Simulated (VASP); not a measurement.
# Ge (C2/c) in VASP: further runs

Ge is run at these levels: LDA; tasks: single point.

Program: VASP 6.6.1. These are calculated values, not measurements. Logs are shortened: lines on timing, memory, paths and dates and some standing lists are left out, and cuts for length are marked.

### Step 1. The cell of the first run

It takes space group C2/c (No. 15, monoclinic). The conventional cell has a = 2.705 Å, b = 6.961 Å, c = 3.748 Å, α = 90.00°, β = 110.95°, γ = 90.00°. Ge (site symmetry 2) has 10 Ge at 2.56 to 3.20 Å within 3.4 Å.

### Step 2. Single point, LDA (volume scaled by 0.92)

Input file INCAR:

```
SYSTEM = Ge
PREC     = Accurate       ! precision mode
ENCUT    = 520            ! plane-wave cutoff, eV
EDIFF    = 1E-6           ! SCF threshold, eV
ISMEAR   = -1             ! smearing method
SIGMA    = 0.1            ! smearing width, eV
LREAL    = .FALSE.        ! projectors in reciprocal space
LASPH    = .TRUE.         ! aspherical terms in the spheres
NELM     = 80             ! most SCF steps
ALGO     = Normal         ! electronic algorithm
ISIF     = 2              ! what is computed and relaxed
LWAVE    = .FALSE.        ! write WAVECAR
LCHARG   = .TRUE.         ! write CHGCAR
GGA      = CA             ! functional
LELF     = .TRUE.         ! ELF
LVHAR    = .TRUE.       
NBANDS   = 21             ! bands
```

Input file KPOINTS:

```
Automatic mesh
0
G
  14 14 10
  0 0 0
```

Input file POSCAR:

```
Ge
1.0
   -2.4595864025      2.4629095800      1.3526153611
    2.4629095800     -2.4595864025      1.3526153611
    2.4735386189      2.4735386189     -1.3465289554
Ge
2
Direct
    0.9998962798      0.0001037202      1.0000000000
    0.7501037202      0.2498962798      0.5000000000
```

Potentials or basis: VASP PAW LDA potentials, release 64 (Ge_d).

Started as:

```
cat potpaw_LDA.64/Ge_d/POTCAR > POTCAR
mpirun -np 1 vasp_std > vasp.out
```

OUTCAR:

```text
SYSTEM = Ge
   PREC = Accurate
   ENCUT = 520
   EDIFF = 1E-6
   ISMEAR = -1
   LREAL = .FALSE.
   LASPH = .TRUE.
   NELM = 80
   ISIF = 2
   GGA = CA

 ion  position               nearest neighbor table
   1  1.000  0.000  0.000-   2 2.56   2 2.56   2 2.56   2 2.56
   2  0.750  0.250  0.500-   1 2.56   1 2.56   1 2.56   1 2.56

  LATTYP: Found a base centered monoclinic cell.
 ALAT       =     2.7052348045
 B/A-ratio  =     2.5733295194
 C/A-ratio  =     1.3855814644
 COS(beta)  =    -0.3576131883

  Lattice vectors:

 A1 = (  -2.4595864025,   2.4629095800,   1.3526153611)
 A2 = (   2.4629095800,  -2.4595864025,   1.3526153611)
 A3 = (   2.4735386189,   2.4735386189,  -1.3465289554)

Analysis of symmetry for initial positions (statically):
=====================================================================
 Subroutine PRICEL returns:
 Original cell was already a primitive cell.

 Routine SETGRP: Setting up the symmetry group for a
 base centered monoclinic supercell.

 Subroutine GETGRP returns: Found  4 space group operations
 (whereof  2 operations were pure point group operations)
 out of a pool of  4 trial point group operations.

The static configuration has the point symmetry C_2 .
 The point group associated with its full space group is C_2h.

Analysis of symmetry for dynamics (positions and initial velocities):
=====================================================================
 Subroutine PRICEL returns:
 Original cell was already a primitive cell.

 Routine SETGRP: Setting up the symmetry group for a
 base centered monoclinic supercell.

 Subroutine GETGRP returns: Found  4 space group operations
 (whereof  2 operations were pure point group operations)
 out of a pool of  4 trial point group operations.

The dynamic configuration has the point symmetry C_2 .
 The point group associated with its full space group is C_2h.

 Subroutine INISYM returns: Found  4 space group operations
 (whereof  2 operations are pure point group operations),
 and found     1 'primitive' translations

----------------------------------------------------------------------------------------

                                     Primitive cell

  volume of cell :      32.9609

[... 74 lines left out ...]
   dimension x,y,z NGXF=    56 NGYF=   56 NGZF=   56
   ions per type =               2
   NGX,Y,Z   is equivalent  to a cutoff of  12.47, 12.47, 12.42 a.u.
   NGXF,Y,Z  is equivalent  to a cutoff of  24.93, 24.93, 24.84 a.u.
 SYSTEM =  Ge
   PREC   = accura    normal or accurate (medium, high low for compatibility)
   ISTART =      0    job   : 0-new  1-cont  2-samecut
   ICHARG =      2    charge: 1-file 2-atom 10-const
   ISPIN  =      1    spin polarized calculation?
   LNONCOLLINEAR =      F non collinear calculations
   LSORBIT =      F    spin-orbit coupling
   LASPH  =      T    aspherical Exc in radial PAW
   ENCUT  =  520.0 eV  38.22 Ry    6.18 a.u.   6.94  6.94  6.97*2*pi/ulx,y,z
   NELM   =     80;   NELMIN=  2; NELMDL= -5     # of ELM steps
   EDIFF  = 0.1E-05   stopping-criterion for ELM
   LREAL  =      F    real-space projection
   EDIFFG = 0.1E-04   stopping-criterion for IOM
   NSW    =      0    number of steps for IOM
   IBRION =     -1    ionic relax: 0-MD 1-quasi-New 2-CG
   NFREE  =      0    steps in history (QN), initial steepest desc. (CG)
   ISIF   =      2    stress and relaxation
   ISYM   =      2    0-nonsym 1-usesym 2-fastsym
   POTIM  = 0.5000    time-step for ionic-motion
   TEBEG  =    0.0;   TEEND  =   0.0 temperature during run
   PSTRESS=    0.0 pullay stress
   NELECT =      28.0000    total number of electrons
   NUPDOWN=      -1.0000    fix difference up-down
   EMIN   =  10.00;   EMAX   =-10.00  energy-range for DOS
   EFERMI =   0.00;   METHOD = LEGACY
   ISMEAR =    -1;   SIGMA  =   0.10  broadening in eV -4-tet -1-fermi 0-gaus
   EFERMI_NEDOS =   21; number of points for ismear=-14 and -15
   IALGO  =     38    algorithm
   IMIX   =      4    mixing-type and parameters
     AMIX     =   0.40;   BMIX     =  1.00
     AMIX_MAG =   1.60;   BMIX_MAG =  1.00
  volume/ion in A,a.u.               =      16.48       111.22
  Fermi-wavevector in a.u.,A,eV,Ry     =   1.550463  2.929949 32.707508  2.403934
  Thomas-Fermi vector in A             =   2.655122
   LORBIT       =      0    0 simple, 1 ext, 2 COOP (PROOUT), +10 PAW based schemes
   GGA     = CA    functional components
   LHFCALC =     F    Hartree Fock is set to
   AEXX    =    0.0000 exact exchange contribution
   IVDW    =     0    specifies the selected vdW correction
   LEPSILON=     F    determine dielectric tensor
   LRPA    =     F    only Hartree local field effects (RPA)
 non-spin polarized calculation
  energy-cutoff  :      520.00
  volume of cell :       32.96
 maximum number of plane-waves:       902
   NGX = 13   NGY = 13   NGZ = 13

 number of electron      27.9999991 magnetization

 Free energy of the ion-electron system (eV)
  ---------------------------------------------------
  ext. energy  EPLUGINS =         0.00000000
  ---------------------------------------------------
  free energy    TOTEN  =        -9.96435640 eV

  energy without entropy =       -9.94197782  energy(sigma->0) =       -9.95316711

 E-fermi :   7.8785     XC(G=0): -12.2162

 val. band max:        7.8766817530   @ k =   0.0714  -0.0000   0.5000
 cond. band min:       7.8836983268   @ k =  -0.3571   0.0714   0.2000
 fundamental gap:      0.0070165739
 Fermi energy:         7.8785079988

 k-point     1 :       0.0000    0.0000    0.0000
  band No.  band energies     occupation
      1     -17.0937      2.00000
      2     -17.0173      2.00000
      3     -16.9956      2.00000
      4     -16.9771      2.00000
      5     -16.8359      2.00000
      6     -16.8358      2.00000
[... 565 lines left out ...]
     20      17.7567      0.00000
     21      19.8956      0.00000

 [... further k-points ...]
[... 5 lines left out ...]
  --------------------------------------------------------------------------------------
  -------------------------------------------------------------------------------------
  Total        1.6913821      1.6913821      1.8436197     -0.0994723     -0.0011209     -0.0011209
  in kB       82.2154849     82.2154849     89.6155178     -4.8351946     -0.0544837     -0.0544852
  external PRESSURE =      84.6821625 kB  Pullay stress =       0.0000000 kB

 VOLUME and BASIS-vectors are now :
 -----------------------------------------------------------------------------
  energy-cutoff  :      520.00
  volume of cell :       32.96
      direct lattice vectors                 reciprocal lattice vectors
    -2.459586402  2.462909580  1.352615361    -0.001026733  0.202122239  0.369407206
     2.462909580 -2.459586402  1.352615361     0.202122239 -0.001026733  0.369407206
     2.473538619  2.473538619 -1.346528955     0.202004472  0.202004472 -0.000496295

 POSITION                                       TOTAL-FORCE (eV/Angst)
 -----------------------------------------------------------------------------------
     -2.45908      2.46240      1.35262        -0.005718      0.005718     -0.000000
      0.00730      2.46957      0.67935         0.005718     -0.005718      0.000000
 -----------------------------------------------------------------------------------
    total drift:                                0.000000     -0.000000      0.000000

  FREE ENERGIE OF THE ION-ELECTRON SYSTEM (eV)
  ---------------------------------------------------
  free  energy   TOTEN  =        -9.9643564017 eV

  energy  without entropy=       -9.9419778243  energy(sigma->0) =       -9.95316711
```

OSZICAR:

```text
N       E                     dE             d eps       ncg     rms          rms(c)
DAV:   1     0.173742610278E+03    0.17374E+03   -0.14005E+04 25966   0.392E+03
DAV:   2     0.127535108357E+02   -0.16099E+03   -0.15584E+03 22583   0.597E+02
DAV:   3    -0.943787358400E+01   -0.22191E+02   -0.21988E+02 25236   0.131E+02
DAV:   4    -0.100151594566E+02   -0.57729E+00   -0.57686E+00 25159   0.246E+01
DAV:   5    -0.100230802687E+02   -0.79208E-02   -0.79206E-02 25138   0.305E+00    0.270E+00
DAV:   6    -0.998378356361E+01    0.39297E-01   -0.21017E-02 30566   0.253E+00    0.150E+00
DAV:   7    -0.996477636003E+01    0.19007E-01   -0.15504E-02 30576   0.178E+00    0.117E-01
DAV:   8    -0.996435773103E+01    0.41863E-03   -0.21713E-03 28875   0.849E-01    0.480E-02
DAV:   9    -0.996435620484E+01    0.15262E-05   -0.60180E-05 28756   0.113E-01    0.983E-03
DAV:  10    -0.996435640168E+01   -0.19684E-06   -0.26468E-06 23124   0.158E-02
   1 F= -.99643564E+01 E0= -.99531671E+01  d E =-.223786E-01
```

Run time: 2 min. Hardware: 1 thread of Intel Xeon 6975P-C (Granite Rapids), shared host; peak memory 0.36 GiB.

What came out:

* Free energy: -9.9644 eV
* Pressure: 8.5 GPa
* Largest force: 0.008 eV/Å
* Band gap on the k mesh: zero (band 14 reaches 10.05 eV, above the bottom of band 15 at 4.10 eV)

Forces on the atoms (eV/Å):
```
Ge  -0.006  0.006  0.000
Ge   0.006 -0.006  0.000
```

### Step 3. Single point, LDA (volume scaled by 1.08)

Input file INCAR:

```
PREC = Accurate
ENCUT = 520
EDIFF = 1E-7
ISMEAR = -1
SIGMA = 0.1
LREAL = F
LASPH = T
NELM = 100
ALGO = Normal
ISIF = 2
LWAVE = F
LCHARG = F
GGA = CA
NBANDS = 21
```

Input file KPOINTS:

```
Automatic mesh
0
Gamma
  14 14 10
```

Input file POSCAR:

```
Ge
1.0
   -2.5946217808      2.5981274063      1.4268761908
    2.5981274063     -2.5946217808      1.4268761908
    2.6093399970      2.6093399970     -1.4204556313
Ge
2
Direct
    0.9998962798      0.0001037202      1.0000000000
    0.7501037202      0.2498962798      0.5000000000
```

Potentials or basis: VASP PAW LDA potentials, release 64 (Ge_d).

Started as:

```
cat potpaw_LDA.64/Ge_d/POTCAR > POTCAR
mpirun -np 1 vasp_std > vasp.out
```

It took 2.8 min on 1 thread of Intel Xeon 6975P-C (Granite Rapids), shared host; peak memory 0.41 GiB.

It converged, with:

```
Free energy            : -9.9895 eV
Pressure               : -5.3 GPa
Band gap on the k mesh : zero (band 14 reaches 7.83 eV, above the bottom of band 15 at 2.95 eV)
```

Forces in eV/Å, atoms in the order of the input:
```
Ge  -0.002  0.002  0.000
Ge   0.002 -0.002  0.000
```

Stress tensor (GPa, compression positive):
```
-5.54 -0.37 -0.03
-0.37 -5.54 -0.03
-0.03 -0.03 -4.83
```

Levels at points of the mesh, in eV from the Fermi level:
```tsv
k point	band 10	band 11	band 12	band 13	band 14	band 15	band 16	band 17	band 18	band 19
(0.00, 0.00, 0.00)	-24.48	-12.90	-4.15	-2.18	-2.08	3.53	7.33	7.36	7.60	7.76
(0.50, 0.00, 0.00)	-24.52	-8.03	-6.23	-2.66	-1.82	-1.26	2.62	3.46	5.31	8.75
(0.50, 0.50, 0.00)	-24.55	-10.25	-10.23	0.68	0.69	1.86	1.86	7.01	7.09	11.04
(0.00, 0.00, 0.50)	-24.55	-10.27	-10.27	0.75	0.75	1.96	1.96	7.07	7.07	11.11
(0.50, 0.00, 0.50)	-24.52	-8.00	-6.23	-2.68	-1.83	-1.28	2.61	3.39	5.31	8.76
(0.50, 0.50, 0.50)	-24.59	-8.70	-8.70	-5.55	-5.55	5.78	5.78	10.53	10.53	14.95
```
